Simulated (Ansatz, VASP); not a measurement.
**Ge: VASP beside Ansatz**

File INCAR:

```
PREC = Accurate
ENCUT = 520
EDIFF = 1E-7
ISMEAR = -1
SIGMA = 0.05
LREAL = F
LASPH = T
NELM = 80
ALGO = Normal
ISIF = 2
LWAVE = F
LCHARG = T
LELF = T
LVHAR = T
NBANDS = 21
```

File KPOINTS:

```
Automatic mesh
0
Gamma
  10 10 10
```

The input POSCAR:

```
Ge
1.0
    0.0000000000      2.7439069000      2.8287700000
    2.7439069000      0.0000000000      2.8287700000
    2.7439069000      2.7439069000      0.0000000000
Ge
2
Direct
    0.5000000000      0.5000000000      0.5000000000
    0.7500000000      0.7500000000      0.7500000000
```

Input for Ansatz:

```yaml
crystal:
  lattice:
    - [0.0, 2.7439069, 2.82877]
    - [2.7439069, 0.0, 2.82877]
    - [2.7439069, 2.7439069, 0.0]
  atoms:
    - { symbol: Ge, position: [0.5, 0.5, 0.5] }
    - { symbol: Ge, position: [0.75, 0.75, 0.75] }
kpoints:
  mp_grid: { grid: [10, 10, 10] }
  band_path:
    path:
      - [0.0, 0.0, 0.0]
      - [0.0, 0.5, 0.5]
      - [0.25, 0.75, 0.5]
      - [0.0, 0.5, 0.0]
      - [0.0, 0.0, 0.0]
      - [0.5, 0.5, 0.0]
      - [0.3676125, 0.6323875, 0.0]
      - [-0.3676125, 0.3676125, 0.0]
      - [0.0, 0.0, 0.0]
    npoints: 5
scf:
  occupations: { method: fermi_dirac, width: 0.05 }
hamiltonian:
  xc: lda
  pseudopotentials: { kind: all_electron, lapw: { basis_error: 0.00025 } }
output:
  forces: true
  stress: true
  eigenvalues: true
```

Change from the starting cell: equal xx and yy strain of -3 %.

Alike in both runs: task single point; functional LDA; k mesh 10 × 10 × 10; occupations fermi-dirac, width 0.05 eV; no spin polarisation.

|  | VASP | Ansatz |
| --- | --- | --- |
| version | VASP 6.6.1 | Ansatz 0.2.0 |
| potentials or method | VASP PAW LDA potentials, release 64 (Ge_d), cutoff 520 eV | all-electron LAPW, scalar-relativistic |

Ansatz gave:

```
pressure (GPa)                                                : 3.3
traceless stress, the component that is largest in VASP (GPa) : -1.66
```

Problem. Which values does VASP return?

Solution. Pressure (GPa): 3.5; traceless stress, the component that is largest in VASP (GPa): -1.66.

LDA's correlation is that of Perdew and Zunger in VASP and of Perdew and Wang (1992) in Ansatz. Ansatz ran all-electron here, and VASP with PAW potentials.
